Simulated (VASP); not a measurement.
KBr, 4 atoms in the cell. The structure is hexagonal, space group P6_3/mmc (No. 194). Conventional cell: a = 5.703 Å, b = 5.703 Å, c = 6.652 Å, α = 90.00°, β = 90.00°, γ = 120.00°. K (site symmetry -6m2) has 5 Br at 3.29 to 3.33 Å within 4.3 Å. Within 4.3 Å of Br (site symmetry -6m2) lie 5 K at 3.29 to 3.33 Å.  This cell differs from its parent crystal: strain +1.5%.

| Item | Value |
| --- | --- |
| Program | VASP 6.6.1 |
| Task | single point |
| Functional | PBE |
| Potentials or basis | VASP PAW PBE potentials, release 64 (K_sv, Br) |
| Cutoff | 520 eV |
| k mesh | 6 × 6 × 4 |
| Occupations | fermi-dirac, width 0.02 eV |
| Spin | no spin polarisation |
| Dipole correction | no |
| Further INCAR settings | ALGO = Normal; EDIFF = 1e-06; NBANDS = 24 |

Potentials or basis: VASP PAW PBE potentials, release 64 (K_sv, Br).

Run with:

```sh
$ cat potpaw_PBE.64/K_sv/POTCAR potpaw_PBE.64/Br/POTCAR > POTCAR
$ mpirun -np 1 vasp_std > vasp.out
```

Hardware: 1 thread of Oxide Virtual Turin-like Processor, with other jobs on the host.

How long does it take, and how much memory?

Wall time 2.3 min on 1 thread of Oxide Virtual Turin-like Processor, with other jobs on the host, peak memory 0.28 GiB. Counts: scf iterations 14, k points 21.
